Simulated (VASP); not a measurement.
# Ta4N3: single point with PBEsol

Ta4N3:

```
CELL_PARAMETERS angstrom
-2.20320 2.20320 4.31061
2.20320 -2.20320 4.31061
2.20320 2.20320 -4.31061
ATOMIC_POSITIONS crystal
Ta 0.00000 0.50000 0.50000
Ta 0.26382 0.26382 0.00000
Ta 0.50000 0.00000 0.50000
Ta 0.73618 0.73618 0.00000
N 0.75000 0.25000 0.50000
N 0.00000 0.00000 0.00000
N 0.25000 0.75000 0.50000
```

```yaml
Program: VASP 6.6.1
Task: single point
Functional: PBEsol
Potentials_or_basis: VASP PAW PBE potentials, release 64 (Ta_pv, N)
Cutoff: 520 eV
k_mesh: 6 × 6 × 6
Occupations: gaussian, width 0.1 eV
Spin: no spin polarisation
```

```
Pressure      : -9.2 GPa
Largest force : 0.190 eV/Å
```

Forces on the atoms (eV/Å):
```
Ta   0.000  0.000  0.000
Ta   0.000  0.000 -0.190
Ta   0.000  0.000  0.000
Ta   0.000  0.000  0.190
N    0.000  0.000  0.000
N    0.000  0.000  0.000
N    0.000  0.000  0.000
```

Stress tensor (GPa, compression positive):
```
-9.46  0.00  0.00
 0.00 -9.46  0.00
 0.00  0.00 -8.68
```

Levels at points of the mesh, in eV from the Fermi level:
| k point | band 27 | band 28 | band 29 | band 30 | band 31 | band 32 |
| --- | --- | --- | --- | --- | --- | --- |
| (0.00, 0.00, 0.00) | -1.21 | -1.21 | -0.87 | -0.60 | -0.60 | 0.86 |
| (0.50, 0.00, 0.00) | -1.57 | -1.26 | -0.46 | -0.01 | 0.61 | 1.05 |
| (0.50, 0.50, 0.00) | -1.63 | -1.56 | 1.22 | 1.28 | 1.33 | 2.15 |
| (0.50, 0.50, 0.50) | -3.84 | -3.56 | -2.70 | 0.77 | 0.77 | 1.49 |

Wall time 2.3 min on 1 thread of AMD EPYC 7R43 64-Core Processor (Zen 3), with other jobs on the host, peak memory 0.23 GiB.

Caveat: the PAW data sets were made with another functional, which shifts forces and pressure a little; spin-orbit coupling is left out, which moves the levels of the heavy elements.
